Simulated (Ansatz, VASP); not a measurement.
## Ge7Os: VASP beside Ansatz

INCAR

```
ALGO = Normal ; EDIFF = 1E-7
ENCUT = 520 ; GGA = PE
ISIF = 2 ; ISMEAR = 0
ISPIN = 2 ; LASPH = T
LCHARG = F ; LMAXMIX = 4
LORBIT = 11 ; LREAL = F
LWAVE = F ; MAGMOM = 0 0 0 0 0 0 0 1
NBANDS = 67 ; NELM = 150
PREC = Accurate ; SIGMA = 0.1
```

The input KPOINTS:

```
k-points
0
Gamma
  4 4 4
```

The input POSCAR:

```
Ge7Os
1.0
    0.0000000000      4.1321451500      4.1321451500
    4.1321451500      0.0000000000      4.1321451500
    4.1321451500      4.1321451500      0.0000000000
Ge Os
7 1
Direct
    0.5000000000      0.5000000000      0.5000000000
    0.5000000000      0.0000000000      0.0000000000
    0.5000000000      0.0000000000      0.5000000000
    0.0000000000      0.5000000000      0.5000000000
    0.0000000000      0.5000000000      0.0000000000
    0.5000000000      0.5000000000      0.0000000000
    0.0000000000      0.0000000000      0.5000000000
    0.0000000000      0.0000000000      0.0000000000
```

Input for Ansatz:

```yaml
crystal:
  lattice:
    - [0.0, 4.13214515, 4.13214515]
    - [4.13214515, 0.0, 4.13214515]
    - [4.13214515, 4.13214515, 0.0]
  atoms:
    - { symbol: Ge, position: [0.5, 0.5, 0.5] }
    - { symbol: Ge, position: [0.5, 0.0, 0.0] }
    - { symbol: Ge, position: [0.5, 0.0, 0.5] }
    - { symbol: Ge, position: [0.0, 0.5, 0.5] }
    - { symbol: Ge, position: [0.0, 0.5, 0.0] }
    - { symbol: Ge, position: [0.5, 0.5, 0.0] }
    - { symbol: Ge, position: [0.0, 0.0, 0.5] }
    - { symbol: Os, position: [0.0, 0.0, 0.0], spin: 1.0 }
basis:
  ecutwfc: 420
kpoints:
  mp_grid: { grid: [4, 4, 4] }
hamiltonian:
  xc: pbe
scf:
  occupations: { method: gaussian, width: 0.1 }
  lower_state_search: "off"
output:
  forces: true
  stress: true
  eigenvalues: true
  populations: true
magnetization:
  spin_polarized: true
```

Change from the starting cell: species swapped into the CuPt7 type (Fm-3m, No. 225).

Alike in both runs: task single point; functional PBE; k mesh 4 × 4 × 4; occupations gaussian, width 0.1 eV; collinear spin.

|  | VASP | Ansatz |
| --- | --- | --- |
| version | VASP 6.6.1 | Ansatz 0.2.0 |
| potentials or method | VASP PAW PBE potentials, release 64 (Ge_d, Os), cutoff 520 eV | scalar-relativistic, plane waves, PAW |
| valence electrons in the cell | 106 | 114 |

```csv
,VASP,Ansatz,Ansatz less VASP
gap on the k mesh at the Fermi level (eV),none,none,-
pressure (GPa),0.0,0.0,0.00
net moment per atom (μB),0.00,0.00,0.000
```

A gap of «none» marks a metal or a gap that the smearing closes. VASP's potentials hold 106 valence electrons a cell and Ansatz's 114, so a difference there can come from the potentials and not from the codes. Ansatz's warnings: seeded moment not kept.

Neither program's run includes spin-orbit coupling.
